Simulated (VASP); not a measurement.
Al: single point with PBE+D3(BJ)

Al:

```
Al
1.0
     0.00000    2.07860    1.92416
     2.07860    0.00000    1.92416
     2.07860    2.07860    0.00000
Al
1
Cartesian
  0.0000 0.0000 0.0000
```

This cell differs from its parent crystal: volume 16.627 Å^3 an atom, c/a of the conventional cell 0.9257.

```yaml
Program: VASP 6.6.1
Task: single point
Functional: PBE
Dispersion: D3(BJ)
Potentials_or_basis: VASP PAW PBE potentials, release 64 (Al)
Cutoff: 520 eV
k_mesh: 22 × 22 × 22
Occupations: gaussian, width 0.15 eV
Spin: no spin polarisation
Dipole_correction: no
Further_INCAR_settings: ALGO = Normal; EDIFF = 1e-06; NBANDS = 8
```

| Property | Result |
| --- | --- |
| Pressure | -3.6 GPa |
| Dispersion energy per atom | -0.334 eV |

Stress tensor (GPa, compression positive):
```
-4.99  0.00  0.00
 0.00 -4.99  0.00
 0.00  0.00 -0.84
```

Levels at points of the mesh, in eV from the Fermi level:
```tsv
k point	band 1	band 2	band 3	band 4	band 5
(0.00, 0.00, 0.00)	-11.08	12.39	12.39	13.19	13.89
(0.50, 0.00, 0.00)	-4.55	-4.34	10.44	10.60	11.79
(0.50, 0.50, 0.00)	-2.10	-0.52	4.65	4.65	4.69
(0.50, 0.00, 0.50)	-3.26	-2.12	5.63	5.84	6.35
```

Wall time 30 s on 1 thread of Intel(R) Xeon(R) 6975P-C (Granite Rapids), on a shared host, peak memory 0.21 GiB.

Caveat: pairwise dispersion overbinds metals, which lowers pressure and volume.
